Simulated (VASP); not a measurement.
Runs of VASP 6.6.1 on MgCuGe. The structure is tetragonal, space group P4/nmm (No. 129). The conventional cell has a = 4.005 Å, b = 4.005 Å, c = 6.395 Å, α = 90.00°, β = 90.00°, γ = 90.00°. Mg (site symmetry -4m2) has 4 Cu at 2.76 Å and 4 Mg at 2.83 Å and 4 Ge at 2.87 Å within 3.6 Å. Cu (site symmetry 4mm) has 5 Ge at 2.43 to 2.84 Å and 4 Mg at 2.76 Å within 3.2 Å. Within 3.2 Å of Ge (site symmetry 4mm) lie 5 Cu at 2.43 to 2.84 Å and 4 Mg at 2.87 Å. 

```tsv
level	potentials or basis	gap on the mesh (eV)	pressure (GPa)	largest force (eV/Å)
RPBE	VASP PAW PBE potentials, release 64 (Mg, Cu, Ge_d)	none	3.0	0.05
PBEsol	VASP PAW PBE potentials, release 64 (Mg, Cu, Ge_d)	none	-2.5	0.21
r2SCAN	VASP PAW PBE potentials, release 64 (Mg, Cu, Ge_d)	none	(a)	0.15
BLYP	VASP PAW PBE potentials, release 64 (Mg, Cu, Ge_d)	none	(b)	0.15
LDA	VASP PAW LDA potentials, release 64 (Mg, Cu, Ge_d)	none	-5.4	0.22
```

Alike in all rows: task single point; no spin polarisation; cell as given; k mesh 6 × 6 × 4; cutoff (eV) 520; smearing fermi-dirac 0.15 eV.

**Question.** Estimate the missing entries.

**Answer.** (a) -1.8; (b) 4.3.

Caveats: the PAW data sets were made with another functional, which shifts forces and pressure a little (at least some runs); the cell stands under pressure (at least some runs); the cell stands under tension (at least some runs).

A k mesh can miss the band edges, and the runs leave out spin-orbit coupling on Ge.

A gap of «none» marks levels without a gap at the run's occupations.
